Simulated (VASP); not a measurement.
# LiH (Imm2) in VASP: a series of runs

LiH is run at these levels: PBE; tasks: single point.

Program: VASP 6.6.1. These are calculated values, not measurements. Logs are shortened: lines on timing, memory, paths and dates and some standing lists are left out, and cuts for length are marked.

**1. The cell of the first run**

Symmetry: Imm2, No. 44, orthorhombic system. The conventional cell has a = 2.874 Å, b = 4.065 Å, c = 2.874 Å, α = 90.00°, β = 90.00°, γ = 90.00°. Li (site symmetry mm2) has 6 H at 1.96 to 2.10 Å within 2.6 Å. H (site symmetry mm2) has 6 Li at 1.96 to 2.10 Å within 2.6 Å.

**2. Single point, PBE**

File INCAR:

```
SYSTEM = LiH
PREC = Accurate ; ENCUT = 520
EDIFF = 1E-6 ; ISMEAR = 0
SIGMA = 0.05 ; LREAL = .FALSE.
LASPH = .TRUE. ; NELM = 80
ALGO = Normal ; ISIF = 2
LWAVE = .FALSE. ; LCHARG = .TRUE.
GGA = PE ; LELF = .TRUE.
LVHAR = .TRUE. ; NBANDS = 9
```

File KPOINTS:

```
Automatic mesh
0
G
  10 10 10
  0 0 0
```

File POSCAR:

```
LiH
1.0
    0.0000000000      2.0325000000      2.0325000000
    2.0325000000      0.0000000000      2.0325000000
    2.0325000000      2.0325000000      0.0000000000
Li H
1 1
Direct
    0.0347900015      0.0000000000      0.0000000000
    0.5000000000      0.5000000000      0.5000000000
```

Potentials or basis: VASP PAW PBE potentials, release 64 (Li_sv, H).

Started as:

```sh
$ cat potpaw_PBE.64/Li_sv/POTCAR potpaw_PBE.64/H/POTCAR > POTCAR
$ mpirun -np 1 vasp_std > vasp.out
```

OUTCAR:

```text
SYSTEM = LiH
   PREC = Accurate
   ENCUT = 520
   EDIFF = 1E-6
   ISMEAR = 0
   LREAL = .FALSE.
   LASPH = .TRUE.
   NELM = 80
   ISIF = 2
   GGA = PE

 ion  position               nearest neighbor table
   1  0.035  0.000  0.000-
   2  0.500  0.500  0.500-

  LATTYP: Found a face centered cubic cell.
 ALAT       =     4.0650000000

  Lattice vectors:

 A1 = (   0.0000000000,   2.0325000000,   2.0325000000)
 A2 = (   2.0325000000,   0.0000000000,   2.0325000000)
 A3 = (   2.0325000000,   2.0325000000,   0.0000000000)

Analysis of symmetry for initial positions (statically):
=====================================================================
 Subroutine PRICEL returns:
 Original cell was already a primitive cell.

 Routine SETGRP: Setting up the symmetry group for a
 face centered cubic supercell.

 Subroutine GETGRP returns: Found  4 space group operations
 (whereof  4 operations were pure point group operations)
 out of a pool of 48 trial point group operations.

The static configuration has the point symmetry C_2v.

Analysis of symmetry for dynamics (positions and initial velocities):
=====================================================================
 Subroutine PRICEL returns:
 Original cell was already a primitive cell.

 Routine SETGRP: Setting up the symmetry group for a
 face centered cubic supercell.

 Subroutine GETGRP returns: Found  4 space group operations
 (whereof  4 operations were pure point group operations)
 out of a pool of 48 trial point group operations.

The dynamic configuration has the point symmetry C_2v.

 Subroutine INISYM returns: Found  4 space group operations
 (whereof  4 operations are pure point group operations),
 and found     1 'primitive' translations

----------------------------------------------------------------------------------------

                                     Primitive cell

  volume of cell :      16.7927

  direct lattice vectors                    reciprocal lattice vectors
     0.000000000  2.032500000  2.032500000    -0.246002460  0.246002460  0.246002460
     2.032500000  0.000000000  2.032500000     0.246002460 -0.246002460  0.246002460
     2.032500000  2.032500000  0.000000000     0.246002460  0.246002460 -0.246002460

  length of vectors
     2.874389066  2.874389066  2.874389066     0.426088760  0.426088760  0.426088760

  position of ions in fractional coordinates (direct lattice)
     0.034790001  0.000000000  0.000000000
     0.500000000  0.500000000  0.500000000

  ion indices of the primitive-cell ions
   primitive index   ion index
                 1           1
                 2           2

----------------------------------------------------------------------------------------

 KPOINTS: Automatic mesh

Automatic generation of k-mesh.
 Grid dimensions read from file:
 generate k-points for:   10   10   10

 Generating k-lattice:

  Cartesian coordinates                     Fractional coordinates (reciprocal lattice)
    -0.024600246  0.024600246  0.024600246     0.100000000  0.000000000  0.000000000
     0.024600246 -0.024600246  0.024600246     0.000000000  0.100000000  0.000000000
     0.024600246  0.024600246 -0.024600246     0.000000000  0.000000000  0.100000000

  Length of vectors
     0.042608876  0.042608876  0.042608876

  Shift w.r.t. Gamma in fractional coordinates (k-lattice)
     0.000000000  0.000000000  0.000000000

 Subroutine IBZKPT returns following result:
 ===========================================

 Found    171 irreducible k-points:

 Following reciprocal coordinates:
            Coordinates               Weight
  0.000000  0.000000  0.000000      1.000000
  0.100000  0.000000  0.000000      4.000000
  0.000000  0.100000  0.000000      4.000000
  0.200000  0.000000  0.000000      4.000000
  0.000000  0.200000  0.000000      4.000000
  0.300000  0.000000  0.000000      4.000000
[... 16 lines left out ...]
  0.000000  0.400000  0.100000      4.000000
  0.100000  0.000000  0.400000      8.000000
 [... further k-points ...]
   k-points           NKPTS =    171   k-points in BZ     NKDIM =    171   number of bands    NBANDS=      9
   number of dos      NEDOS =    301   number of ions     NIONS =      2
   total plane-waves  NPLWV =  13824
   dimension x,y,z NGX =    24 NGY =   24 NGZ =   24
   dimension x,y,z NGXF=    48 NGYF=   48 NGZF=   48
   ions per type =               1   1
   NGX,Y,Z   is equivalent  to a cutoff of  13.88, 13.88, 13.88 a.u.
   NGXF,Y,Z  is equivalent  to a cutoff of  27.76, 27.76, 27.76 a.u.
 SYSTEM =  LiH
   PREC   = accura    normal or accurate (medium, high low for compatibility)
   ISTART =      0    job   : 0-new  1-cont  2-samecut
   ICHARG =      2    charge: 1-file 2-atom 10-const
   ISPIN  =      1    spin polarized calculation?
   LNONCOLLINEAR =      F non collinear calculations
   LSORBIT =      F    spin-orbit coupling
   LASPH  =      T    aspherical Exc in radial PAW
   ENCUT  =  520.0 eV  38.22 Ry    6.18 a.u.   5.34  5.34  5.34*2*pi/ulx,y,z
   NELM   =     80;   NELMIN=  2; NELMDL= -5     # of ELM steps
   EDIFF  = 0.1E-05   stopping-criterion for ELM
   LREAL  =      F    real-space projection
   EDIFFG = 0.1E-04   stopping-criterion for IOM
   NSW    =      0    number of steps for IOM
   IBRION =     -1    ionic relax: 0-MD 1-quasi-New 2-CG
   NFREE  =      0    steps in history (QN), initial steepest desc. (CG)
   ISIF   =      2    stress and relaxation
   ISYM   =      2    0-nonsym 1-usesym 2-fastsym
   POTIM  = 0.5000    time-step for ionic-motion
   TEBEG  =    0.0;   TEEND  =   0.0 temperature during run
   PSTRESS=    0.0 pullay stress
   NELECT =       4.0000    total number of electrons
   NUPDOWN=      -1.0000    fix difference up-down
   EMIN   =  10.00;   EMAX   =-10.00  energy-range for DOS
   EFERMI =   0.00;   METHOD = LEGACY
   ISMEAR =     0;   SIGMA  =   0.05  broadening in eV -4-tet -1-fermi 0-gaus
   EFERMI_NEDOS =   21; number of points for ismear=-14 and -15
   IALGO  =     38    algorithm
   IMIX   =      4    mixing-type and parameters
     AMIX     =   0.40;   BMIX     =  1.00
     AMIX_MAG =   1.60;   BMIX_MAG =  1.00
  volume/ion in A,a.u.               =       8.40        56.66
  Fermi-wavevector in a.u.,A,eV,Ry     =   1.014817  1.917726 14.012000  1.029853
  Thomas-Fermi vector in A             =   2.148066
   LORBIT       =      0    0 simple, 1 ext, 2 COOP (PROOUT), +10 PAW based schemes
   GGA     = PE    functional components
   LHFCALC =     F    Hartree Fock is set to
   AEXX    =    0.0000 exact exchange contribution
   IVDW    =     0    specifies the selected vdW correction
   LEPSILON=     F    determine dielectric tensor
   LRPA    =     F    only Hartree local field effects (RPA)
 non-spin polarized calculation
 Gauss-broadening in eV      SIGMA  =   0.05
  energy-cutoff  :      520.00
  volume of cell :       16.79
 maximum number of plane-waves:       465
 NGX is ok and might be reduce to    24
   NGX = 11   NGY = 11   NGZ = 11

 number of electron       4.0000000 magnetization

 Free energy of the ion-electron system (eV)
  ---------------------------------------------------
  ext. energy  EPLUGINS =         0.00000000
  ---------------------------------------------------
  free energy    TOTEN  =        -6.11900111 eV

  energy without entropy =       -6.11900111  energy(sigma->0) =       -6.11900111

 E-fermi :   0.1748     XC(G=0):  -8.3746

 val. band max:       -0.1032667702   @ k =   0.0000   0.5000   0.5000
 cond. band min:       2.9094809202   @ k =   0.0000   0.5000   0.5000
 fundamental gap:      3.0127476904
 Fermi energy:         0.1747575318

 k-point     1 :       0.0000    0.0000    0.0000
  band No.  band energies     occupation
      1     -44.4301      2.00000
      2      -5.3723      2.00000
      3      15.2534      0.00000
      4      17.3530      0.00000
      5      17.3834      0.00000
      6      17.6192      0.00000
      7      21.9679      0.00000
      8      21.9765      0.00000
      9      22.0066      0.00000

 k-point     2 :       0.1000    0.0000    0.0000
  band No.  band energies     occupation
      1     -44.4264      2.00000
      2      -5.1980      2.00000
      3      13.9689      0.00000
      4      16.4020      0.00000
      5      16.9810      0.00000
      6      17.1209      0.00000
      7      21.4369      0.00000
      8      22.7715      0.00000
      9      22.8128      0.00000

 k-point     3 :       0.0000    0.1000    0.0000
  band No.  band energies     occupation
      1     -44.4263      2.00000
      2      -5.1987      2.00000
      3      14.0186      0.00000
      4      16.2011      0.00000
      5      16.9963      0.00000
      6      17.2687      0.00000
      7      21.4290      0.00000
      8      22.7869      0.00000
      9      22.7937      0.00000

 k-point     4 :       0.2000    0.0000    0.0000
  band No.  band energies     occupation
      1     -44.4165      2.00000
      2      -4.6887      2.00000
      3      10.9273      0.00000
      4      15.1239      0.00000
      5      16.3758      0.00000
      6      16.4515      0.00000
      7      22.2355      0.00000
      8      22.5823      0.00000
      9      22.6062      0.00000

 k-point     5 :       0.0000    0.2000    0.0000
  band No.  band energies     occupation
      1     -44.4165      2.00000
      2      -4.6912      2.00000
      3      10.9680      0.00000
      4      14.9947      0.00000
      5      16.3851      0.00000
      6      16.5407      0.00000
      7      22.2060      0.00000
      8      22.6096      0.00000
      9      22.6293      0.00000

 k-point     6 :       0.3000    0.0000    0.0000
  band No.  band energies     occupation
      1     -44.4043      2.00000
      2      -3.9025      2.00000
      3       7.8959      0.00000
      4      14.1215      0.00000
      5      16.0047      0.00000
      6      16.0487      0.00000
      7      20.5833      0.00000
      8      20.6066      0.00000
      9      23.7344      0.00000
[... 169 lines left out ...]
 k-point    21 :       0.2000   -0.1000   -0.1000
  band No.  band energies     occupation
      1     -44.4059      2.00000
      2      -4.0170      2.00000
      3       8.8767      0.00000
      4      13.2968      0.00000
      5      14.2544      0.00000
      6      17.0893      0.00000
      7      21.0879      0.00000
      8      21.9823      0.00000
      9      23.5931      0.00000

 k-point    22 :       0.4000    0.1000    0.0000
  band No.  band energies     occupation
      1     -44.3952      2.00000
      2      -3.1275      2.00000
      3       6.3018      0.00000
      4      12.3562      0.00000
      5      14.2155      0.00000
      6      16.2236      0.00000
      7      20.7470      0.00000
      8      21.8335      0.00000
      9      23.9989      0.00000

 k-point    23 :       0.0000    0.4000    0.1000
  band No.  band energies     occupation
      1     -44.3951      2.00000
      2      -3.1348      2.00000
      3       6.3313      0.00000
      4      12.2772      0.00000
      5      14.2865      0.00000
      6      16.2434      0.00000
      7      20.6297      0.00000
      8      21.9383      0.00000
      9      23.9779      0.00000

 k-point    24 :       0.1000    0.0000    0.4000
  band No.  band energies     occupation
      1     -44.3951      2.00000
      2      -3.1374      2.00000
      3       6.3384      0.00000
      4      12.3282      0.00000
      5      14.2107      0.00000
      6      16.2261      0.00000
      7      20.7535      0.00000
      8      21.8471      0.00000
      9      23.9959      0.00000

 [... further k-points ...]

------------------------ aborting loop because EDIFF is reached ----------------------------------------

  FORCE on cell =-STRESS in cart. coord.  units (eV):
  Direction    XX          YY          ZZ          XY          YZ          ZX
  --------------------------------------------------------------------------------------
  -------------------------------------------------------------------------------------
  Total       -0.1888820     -0.1478449     -0.1478449      0.0000000     -0.0037164      0.0000000
  in kB      -18.0210223    -14.1057159    -14.1057159      0.0000000     -0.3545772      0.0000000
  external PRESSURE =     -15.4108180 kB  Pullay stress =       0.0000000 kB

 VOLUME and BASIS-vectors are now :
 -----------------------------------------------------------------------------
  energy-cutoff  :      520.00
  volume of cell :       16.79
      direct lattice vectors                 reciprocal lattice vectors
     0.000000000  2.032500000  2.032500000    -0.246002460  0.246002460  0.246002460
     2.032500000  0.000000000  2.032500000     0.246002460 -0.246002460  0.246002460
     2.032500000  2.032500000  0.000000000     0.246002460  0.246002460 -0.246002460

 POSITION                                       TOTAL-FORCE (eV/Angst)
 -----------------------------------------------------------------------------------
      0.00000      0.07071      0.07071        -0.000000     -0.068171     -0.068171
      2.03250      2.03250      2.03250         0.000000      0.068171      0.068171
 -----------------------------------------------------------------------------------
    total drift:                                0.000003     -0.000115     -0.000115

  FREE ENERGIE OF THE ION-ELECTRON SYSTEM (eV)
  ---------------------------------------------------
  free  energy   TOTEN  =        -6.1190011150 eV

  energy  without entropy=       -6.1190011150  energy(sigma->0) =       -6.11900111
```

Wall time 22 s (1 thread of Intel Xeon 8259CL, shared host); peak memory 0.15 GiB.

Results:

```yaml
Free_energy: -6.1190 eV
Largest_force: 0.096 eV/Å
Band_gap_on_the_k_mesh: 3.01 eV
```

Forces on the atoms (eV/Å):
```
Li   0.000 -0.068 -0.068
H    0.000  0.068  0.068
```

Caveat: the cell differs from its parent crystal (all Li atoms moved -0.100 Å, as atom 1 towards its neighbour atom 1 (Li) at 2.874 Å); the cutoff is under 1.25 times the usual one of these potentials, so pressure, stress and relaxed cells hold a basis-set (Pulay) error.

**3. Single point, PBE**

File INCAR:

```
SYSTEM = LiH
PREC = Accurate
ENCUT = 520
EDIFF = 1E-7
ISMEAR = 0
SIGMA = 0.05
LREAL = .False.
LASPH = .True.
NELM = 80
ALGO = Normal
ISIF = 2
LWAVE = .False.
LCHARG = .True.
GGA = PE
LELF = .True.
LVHAR = .True.
NBANDS = 9
```

File KPOINTS:

```
regular mesh
0
Gamma
  10 10 10
  0 0 0
```

POSCAR: that of step 2 with these lines changed.

```diff
@@ -8,3 +8,3 @@
 Direct
-    0.0347900015      0.0000000000      0.0000000000
+   -0.0173950008      0.0000000000      0.0000000000
     0.5000000000      0.5000000000      0.5000000000
```

Potentials or basis: VASP PAW PBE potentials, release 64 (Li_sv, H).

Started as:

```sh
$ cat potpaw_PBE.64/Li_sv/POTCAR potpaw_PBE.64/H/POTCAR > POTCAR
$ mpirun -np 1 vasp_std > vasp.out
```

Run time: 32 s. Hardware: 1 thread of Intel Xeon 8259CL, shared host; peak memory 0.15 GiB.

Results (log left out):

```yaml
Free_energy: -6.1226 eV
Largest_force: 0.048 eV/Å
Band_gap_on_the_k_mesh: 3.01 eV
```

Forces in eV/Å, atoms in the order of the input:
```
Li   0.000  0.034  0.034
H    0.000 -0.034 -0.034
```

Levels at points of the mesh, in eV from the valence-band top:
```
           k point  band 1  band 2  band 3  band 4  band 5  band 6  band 7
(0.00, 0.00, 0.00)  -44.33   -5.27   15.50   17.46   17.47   17.54   22.10
(0.50, 0.00, 0.00)  -44.29   -2.51    4.81   13.31   16.12   16.12   18.67
(0.00, 0.50, 0.00)  -44.29   -2.51    4.82   13.31   16.12   16.12   18.67
(0.50, 0.50, 0.00)  -44.28   -0.01    3.02   10.61   10.61   13.72   16.69
(0.00, 0.50, 0.50)  -44.28    0.00    3.01   10.61   10.61   13.72   16.71
```

Caveat: the cell differs from its parent crystal (all Li atoms moved +0.050 Å, as atom 1 towards its neighbour atom 1 (Li) at 2.874 Å); the cutoff is under 1.25 times the usual one of these potentials, so pressure, stress and relaxed cells hold a basis-set (Pulay) error.
